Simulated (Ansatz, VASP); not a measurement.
MoS2 in VASP and in Ansatz

```xyz
9
Lattice="3.1745 0.0000 0.0000 -1.5873 2.7492 0.0000 0.0000 0.0000 19.0437" Properties=species:S:1:pos:R:3 pbc="T T T"
Mo    0.0000    0.0000    0.0044
Mo    1.5873    0.9164    6.3523
Mo    0.0000    1.8328   12.7002
S     0.0000    1.8328    4.8043
S     1.5873    0.9164    1.5520
S     0.0000    0.0000   11.1522
S     0.0000    1.8328    7.8999
S     1.5873    0.9164   17.5001
S     0.0000    0.0000   14.2478
```

Change from the starting cell: equal strain along all axes, cell held, atoms relaxed: +1.0 %.

Alike in both runs: functional PBEsol; k mesh 12 × 12 × 2; occupations gaussian, width 0.02 eV; no spin polarisation.

Ansatz relaxed the structure, and its values are those at the end. VASP's run is a single point on that final structure, the one shown.

```csv
,VASP,Ansatz
version,VASP 6.6.1,Ansatz 0.2.0
potentials or method,"VASP PAW PBE potentials, release 64 (Mo_sv, S), cutoff 520 eV","scalar-relativistic, plane waves, PAW"
valence electrons in the cell,78,78
```

```csv
,VASP,Ansatz,Ansatz less VASP
gap on the k mesh at the Fermi level (eV),1.03,1.01,-0.016
least direct gap on the mesh (eV),1.68,1.68,-0.005
pressure (GPa),-1.9,-1.9,+0.01
```

VASP's potentials were made for PBE, not for PBEsol. The functional is the same, so the differences come from potentials, cutoffs and numerics. Ansatz's warnings: stress scf threshold loose.
